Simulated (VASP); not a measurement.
Here is a VASP 6.6.1 calculation.

File INCAR:

```
PREC     = Accurate       # precision mode
ENCUT    = 520            # plane-wave cutoff, eV
EDIFF    = 1E-6           # SCF threshold, eV
ISMEAR   = 0              # smearing method
SIGMA    = 0.02           # smearing width, eV
LREAL    = Auto         
LASPH    = T              # aspherical terms in the spheres
NELM     = 150            # most SCF steps
ALGO     = Normal         # electronic algorithm
ISIF     = 2              # what is computed and relaxed
LWAVE    = F              # write WAVECAR
LCHARG   = F              # write CHGCAR
ISPIN    = 2              # spin polarisation
MAGMOM   = 0 0 0 0 0 0 0 0 0 0 0 0 0 0 0 0 0 0 0 0 0 0 0 0 1 # initial moments
LORBIT   = 11             # projections on sites
GGA      = PE             # functional
NBANDS   = 88             # bands
```

File KPOINTS:

```
Automatic mesh
0
Gamma
  2 2 3
```

File POSCAR:

```
Si8NO16
1.0
   -4.1790000000     -4.1790000000      0.0000000000
    4.1790000000     -4.1790000000      0.0000000000
    0.0000000000      0.0000000000      5.3298000000
Si O N
8 16 1
Direct
    0.5033059015      0.4773564190      0.0145494698
    0.0083597130      0.4923964937      0.2487229193
    0.5208994467      0.5044067271      0.4862599993
    0.0118276234      0.4938566051      0.7487602332
    0.0173349716      0.0014670926     -0.0077034668
    0.5134364568     -0.0042443550      0.2361469672
    0.0140458853     -0.0018143064      0.4896002329
    0.5249592170      0.0339685482      0.7294805049
    0.1879485485      0.4590855937      0.0110227108
    0.0084041877      0.1894573438      0.2450023436
    0.8060484300      0.5023038586     -0.0067754646
    0.0199753219      0.8013922083      0.2391484713
    0.2101490665      0.4974291825      0.4980173389
    0.0075202326      0.1910946280      0.7396400166
    0.8227193703      0.4955629396      0.4927835004
    0.0119975120      0.8031285586      0.7437217583
    0.7090014619      0.0069048323     -0.0102315594
    0.5137681562      0.6936204072      0.2450859136
    0.3220754561      0.0317016341     -0.0107635185
    0.5162580573      0.3022567084      0.2541778837
    0.7148928307      0.0216491213      0.4760229103
    0.3963870568      0.6859326581      0.8518563037
    0.3179539027      0.0133842049      0.4870180839
    0.5188846009      0.3208302494      0.7407652319
    0.5445962926      0.7417629369      0.6842824157
```

Potentials or basis: VASP PAW PBE potentials, release 64 (Si, O, N).

The run is started by

```console
$ cat potpaw_PBE.64/Si/POTCAR potpaw_PBE.64/O/POTCAR potpaw_PBE.64/N/POTCAR > POTCAR
$ mpirun -np 1 vasp_std > vasp.out
```

Question: Estimate the pressure.

Answer: 29.8 GPa.

Question: Estimate the site moments.

Answer: Si +0.01, +0.00, -0.00, -0.01 (each value once); O +0.01, +0.00, +0.02, +0.04, -0.00, +0.20 (each value once); N +0.44 μB.

Question: What does it give for the largest force?

Answer: 0.372 eV/Å.

Question: Predict the net moment.

Answer: 1.00 μB per cell.

Stress tensor (GPa, compression positive):
```
21.68 -7.46 -0.47
-7.46 31.63  9.58
-0.47  9.58 36.18
```

Caveat: the k points lie up to 0.53 Å⁻¹ apart.
